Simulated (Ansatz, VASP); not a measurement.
**One calculation of Ge, two programs**

INCAR

```
SYSTEM = Ge
PREC = Accurate
ENCUT = 520
EDIFF = 1E-6
ISMEAR = 0
SIGMA = 0.15
LREAL = .FALSE.
LASPH = .TRUE.
NELM = 60
ALGO = Normal
ISIF = 2
LWAVE = .FALSE.
LCHARG = .FALSE.
GGA = PE
NBANDS = 21
```

The input KPOINTS:

```
Automatic mesh
0
G
  18 18 18
  0 0 0
```

The input POSCAR:

```
Ge
1.0
    0.0000000000      2.7941187278      2.9237427925
    2.7941187278      0.0000000000      2.9237427925
    2.7941187278      2.7941187278      0.0000000000
Ge
2
Direct
    0.5000000000      0.5000000000      0.5000000000
    0.7500000000      0.7500000000      0.7500000000
```

Input for Ansatz:

```yaml
crystal:
  lattice:
    - [0.0, 2.7941187278, 2.9237427925]
    - [2.7941187278, 0.0, 2.9237427925]
    - [2.7941187278, 2.7941187278, 0.0]
  atoms:
    - { symbol: Ge, position: [0.5, 0.5, 0.5] }
    - { symbol: Ge, position: [0.75, 0.75, 0.75] }
basis:
  ecutwfc: 420
kpoints:
  mp_grid: { grid: [18, 18, 18] }
hamiltonian:
  xc: pbe
scf:
  occupations: { method: gaussian, width: 0.15 }
output:
  forces: true
  stress: true
  eigenvalues: true
```

Change from the starting cell: strain -0.030 along x and y, +0.015 along z, atoms carried along.

Alike in both runs: task single point; functional PBE; k mesh 18 × 18 × 18; occupations gaussian, width 0.15 eV; no spin polarisation.

```csv
,VASP,Ansatz
version,VASP 6.6.1,Ansatz 0.2.0
potentials or method,"VASP PAW PBE potentials, release 64 (Ge_d), cutoff 520 eV","scalar-relativistic, plane waves, PAW"
valence electrons in the cell,28,28
```

Ansatz gave:

| Quantity | Value |
| --- | --- |
| gap on the k mesh at the Fermi level (eV) | none |
| pressure (GPa) | 3.0 |
| traceless stress, the component that is largest in VASP (GPa) | -2.28 |

Problem. What did VASP give for the same quantities?

Solution. gap on the k mesh at the Fermi level (eV): none; pressure (GPa): 3.0; traceless stress, the component that is largest in VASP (GPa): -2.29.

A gap of «none» marks a metal or a gap that the smearing closes. The functional is the same, so the differences come from potentials, cutoffs and numerics.
